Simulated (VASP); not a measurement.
# BN (P6_3/mmc) in VASP: a series of runs, part 2 of 2

VASP 6.6.1.

## (5) Single point, PBEsol (strain -0.050 along x and y, -0.050 along z)

Contents of INCAR:

```
SYSTEM = BN
  PREC = Accurate
  ENCUT = 520
  EDIFF = 1E-6
  ISMEAR = 0
  SIGMA = 0.05
  LREAL = .FALSE.
  LASPH = .TRUE.
  NELM = 80
  ALGO = Normal
  ISIF = 2
  LWAVE = .FALSE.
  LCHARG = .FALSE.
  GGA = PS
  NBANDS = 16
```

Contents of KPOINTS:

```
regular mesh
0
G
  12 12 4
  0 0 0
```

Contents of POSCAR:

```
BN
1.0
    2.3787921191      0.0000000000      0.0000000000
   -1.1893960596      2.0600944054      0.0000000000
    0.0000000000      0.0000000000      6.3281400000
B N
2 2
Direct
    0.3333333333      0.6666666667      0.2500000000
    0.6666666667      0.3333333333      0.7500000000
    0.3333333333      0.6666666667      0.7500000000
    0.6666666667      0.3333333333      0.2500000000
```

Potentials or basis: VASP PAW PBE potentials, release 64 (B, N).

The run is started by

```console
> cat potpaw_PBE.64/B/POTCAR potpaw_PBE.64/N/POTCAR > POTCAR
> mpirun -np 1 vasp_std > vasp.out
```

OUTCAR:

```text
SYSTEM = BN
   PREC = Accurate
   ENCUT = 520
   EDIFF = 1E-6
   ISMEAR = 0
   LREAL = .FALSE.
   LASPH = .TRUE.
   NELM = 80
   ISIF = 2
   GGA = PS

 ion  position               nearest neighbor table
   1  0.333  0.667  0.250-   4 1.37   4 1.37   4 1.37
   2  0.667  0.333  0.750-   3 1.37   3 1.37   3 1.37
   3  0.333  0.667  0.750-   2 1.37   2 1.37   2 1.37
   4  0.667  0.333  0.250-   1 1.37   1 1.37   1 1.37

  LATTYP: Found a hexagonal cell.
 ALAT       =     2.3787921191
 C/A-ratio  =     2.6602324555

  Lattice vectors:

[... 646 lines left out ...]
     16      23.9290      0.00000

 [... further k-points ...]
[... 5 lines left out ...]
  --------------------------------------------------------------------------------------
  -------------------------------------------------------------------------------------
  Total       14.2499042     14.2499042      0.5252445     -0.0000000     -0.0000000      0.0000000
  in kB      736.2119008    736.2119007     27.1364125     -0.0000000     -0.0000000      0.0000000
  external PRESSURE =     499.8534047 kB  Pullay stress =       0.0000000 kB

 VOLUME and BASIS-vectors are now :
 -----------------------------------------------------------------------------
  energy-cutoff  :      520.00
  volume of cell :       31.01
      direct lattice vectors                 reciprocal lattice vectors
     2.378792119  0.000000000  0.000000000     0.420381416  0.242707324  0.000000000
    -1.189396060  2.060094405  0.000000000     0.000000000  0.485414648  0.000000000
     0.000000000  0.000000000  6.328140000     0.000000000  0.000000000  0.158024317

 POSITION                                       TOTAL-FORCE (eV/Angst)
 -----------------------------------------------------------------------------------
     -0.00000      1.37340      1.58204        -0.000000     -0.000000      0.000000
      1.18940      0.68670      4.74611         0.000000     -0.000000      0.000000
     -0.00000      1.37340      4.74611        -0.000000      0.000000      0.000000
      1.18940      0.68670      1.58204         0.000000     -0.000000      0.000000
 -----------------------------------------------------------------------------------
    total drift:                                0.000000     -0.000000      0.000000

  FREE ENERGIE OF THE ION-ELECTRON SYSTEM (eV)
  ---------------------------------------------------
  free  energy   TOTEN  =       -35.8306770500 eV

  energy  without entropy=      -35.8306770500  energy(sigma->0) =      -35.83067705
```

OSZICAR:

```text
N       E                     dE             d eps       ncg     rms          rms(c)
DAV:   1     0.504140754537E+02    0.50414E+02   -0.82235E+03  1824   0.944E+02
DAV:   2    -0.374191609218E+02   -0.87833E+02   -0.79329E+02  2576   0.233E+02
DAV:   3    -0.404068218164E+02   -0.29877E+01   -0.29782E+01  2264   0.425E+01
DAV:   4    -0.404219656130E+02   -0.15144E-01   -0.15142E-01  2336   0.337E+00
DAV:   5    -0.404220830257E+02   -0.11741E-03   -0.11741E-03  2264   0.278E-01    0.126E+01
DAV:   6    -0.364303963656E+02    0.39917E+01   -0.53152E+00  2336   0.181E+01    0.592E+00
DAV:   7    -0.359292235756E+02    0.50117E+00   -0.86646E-01  2384   0.679E+00    0.343E+00
DAV:   8    -0.358342359448E+02    0.94988E-01   -0.23111E-01  2272   0.344E+00    0.479E-01
DAV:   9    -0.358301348530E+02    0.41011E-02   -0.15291E-02  2024   0.103E+00    0.220E-01
DAV:  10    -0.358306163236E+02   -0.48147E-03   -0.94941E-04  2080   0.243E-01    0.289E-02
DAV:  11    -0.358306673140E+02   -0.50990E-04   -0.59105E-05  2184   0.607E-02    0.231E-02
DAV:  12    -0.358306770436E+02   -0.97297E-05   -0.17746E-05  1968   0.295E-02    0.163E-03
DAV:  13    -0.358306770500E+02   -0.63594E-08   -0.36660E-07  1880   0.523E-03
   1 F= -.35830677E+02 E0= -.35830677E+02  d E =-.432345E-15
```

It took 19 s on 1 thread of AMD EPYC 7R43 (Zen 3), shared host; peak memory 0.11 GiB.

What came out:

```yaml
Free_energy: -35.8307 eV
Pressure: 50.0 GPa
Band_gap_on_the_k_mesh: 4.30 eV, indirect (least direct gap 4.80 eV)
```

Stress tensor (GPa, compression positive):
```
73.62  0.00  0.00
 0.00 73.62  0.00
 0.00  0.00  2.71
```

Levels at points of the mesh, in eV from the valence-band top:
```
           k point  band 6  band 7  band 8  band 9  band 10  band 11
(0.00, 0.00, 0.00)   -1.10   -1.05   -1.05    5.29    11.29    12.82
(0.50, 0.00, 0.00)   -4.29   -1.76   -0.50    4.30     6.12    10.86
(0.00, 0.00, 0.50)   -1.07   -1.07   -1.07    8.15     8.15    12.89
(0.50, 0.00, 0.50)   -4.33   -1.10   -1.10    4.89     4.89    11.53
```

Caveat: the cell differs from its parent crystal (strain -0.050 along x and y, -0.050 along z); the PAW data sets were made with another functional, which shifts forces and pressure a little. A k mesh can miss the band edges.

## (6) The runs side by side

| cell | gap on the mesh (eV) | pressure (GPa) |
| --- | --- | --- |
| a = 2.567, b = 2.567, c = 6.994 Å, angles 90.0, 90.0, 120.0°, 4 atoms | 4.13 | -14.9 |
| a = 2.629, b = 2.629, c = 6.828 Å, angles 90.0, 90.0, 120.0°, 4 atoms | 3.96 | -27.3 |
| a = 2.629, b = 2.629, c = 6.994 Å, angles 90.0, 90.0, 120.0°, 4 atoms | 4.00 | -26.8 |
| a = 2.379, b = 2.379, c = 6.328 Å, angles 90.0, 90.0, 120.0°, 4 atoms | 4.30 | 50.0 |

Alike in all rows: task single point; level PBEsol; potentials or basis VASP PAW PBE potentials, release 64 (B, N); no spin polarisation; k mesh 12 × 12 × 4; cutoff (eV) 520; smearing gaussian 0.05 eV.

Caveats: the PAW data sets were made with another functional, which shifts forces and pressure a little; this functional lacks dispersion, which binds the layers, so the pressure and a relaxed spacing across them are unreliable (some runs).

Total energies depend on the potentials used, so only differences within one code and one set of settings carry meaning.
